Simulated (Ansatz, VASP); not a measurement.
## ZrC in VASP and in Ansatz

The input INCAR:

```
PREC = Accurate
ENCUT = 600
EDIFF = 1E-6
ISMEAR = 0
SIGMA = 0.05
LREAL = F
LASPH = T
NELM = 120
ALGO = Normal
ISIF = 2
LWAVE = F
LCHARG = F
GGA = PE
NBANDS = 15
GGA_COMPAT = F
```

File KPOINTS:

```
Automatic mesh
0
Gamma
  6 6 6
```

File POSCAR:

```
ZrC
1.0
    0.0000000000      2.4913818816      2.4913818816
    2.4913818816      0.0000000000      2.4913818816
    2.4913818816      2.4913818816      0.0000000000
Zr C
1 1
Direct
    0.0000000000      0.0000000000      0.0000000000
    0.2500000000      0.2500000000      0.2500000000
```

Input for Ansatz:

```yaml
crystal:
  lattice:
    - [0.0, 2.4913818816, 2.4913818816]
    - [2.4913818816, 0.0, 2.4913818816]
    - [2.4913818816, 2.4913818816, 0.0]
  atoms:
    - { symbol: Zr, position: [0.0, 0.0, 0.0] }
    - { symbol: C, position: [0.25, 0.25, 0.25] }
basis:
  ecutwfc: 420
kpoints:
  mp_grid: { grid: [6, 6, 6] }
hamiltonian:
  xc: pbe
scf:
  occupations: { method: gaussian, width: 0.05 }
output:
  forces: true
  stress: true
  eigenvalues: true
```

Alike in both runs: task single point; functional PBE; k mesh 6 × 6 × 6; occupations gaussian, width 0.05 eV; no spin polarisation.

|  | VASP | Ansatz |
| --- | --- | --- |
| version | VASP 6.6.1 | Ansatz 0.2.0 |
| potentials or method | VASP PAW PBE potentials, release 64 (Zr_sv, C), cutoff 600 eV | scalar-relativistic, plane waves, PAW |
| valence electrons in the cell | 16 | 16 |

```csv
,VASP,Ansatz,Ansatz less VASP
gap on the k mesh at the Fermi level (eV),0.56,0.56,0.000
least direct gap on the mesh (eV),0.65,0.65,-0.001
pressure (GPa),10.3,10.2,-0.10
```
